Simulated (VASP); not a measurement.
Write the native input for VASP 6.6.1 that does the following.

```yaml
Task: single point
Functional: PBE
Potentials_or_basis: VASP PAW PBE potentials, release 64 (S, Sr_sv, Te)
Cutoff: 520 eV
k_mesh: 4 × 4 × 2
Occupations: gaussian, width 0.01 eV
Spin: no spin polarisation
Dipole_correction: no
Further_INCAR_settings: ALGO = Normal; EDIFF = 1e-06; NBANDS = 24
```

The structure of Sr2TeS lies in POSCAR:

```
Sr2TeS
1.0
    4.5333613566      0.0000000000      0.0000000000
    0.0000000000      4.5333613566      0.0000000000
    0.0000000000      0.0000000000      6.4137234960
S Sr Te
1 2 1
Direct
    0.0000000000      0.0000000000      0.0000000000
    0.0000000000      0.0000000000      0.5000000000
    0.5000000000      0.5000000000      0.0000000000
    0.5000000000      0.5000000000      0.5000000000
```

One way to write it, as run:

INCAR

```
SYSTEM = Sr2TeS
  PREC = Accurate
  ENCUT = 520
  EDIFF = 1E-6
  ISMEAR = 0
  SIGMA = 0.01
  LREAL = .False.
  LASPH = .True.
  NELM = 60
  ALGO = Normal
  ISIF = 2
  LWAVE = .False.
  LCHARG = .True.
  GGA = PE
  LELF = .True.
  LVHAR = .True.
  NBANDS = 24
```

KPOINTS

```
regular mesh
0
Gamma
  4 4 2
  0 0 0
```

Potentials or basis: VASP PAW PBE potentials, release 64 (S, Sr_sv, Te).

Command:

```sh
$ cat potpaw_PBE.64/S/POTCAR potpaw_PBE.64/Sr_sv/POTCAR potpaw_PBE.64/Te/POTCAR > POTCAR
$ mpirun -np 1 vasp_std > vasp.out
```

It gave:

* Pressure: 0.5 GPa
* Band gap on the k mesh: 1.93 eV, direct

Caveat: the k points lie up to 0.49 Å⁻¹ apart; spin-orbit coupling is left out, which moves the levels of the heavy elements.

Run time: 36 s on 1 thread of Intel Xeon 6975P-C, on a shared host, peak memory 0.26 GiB.
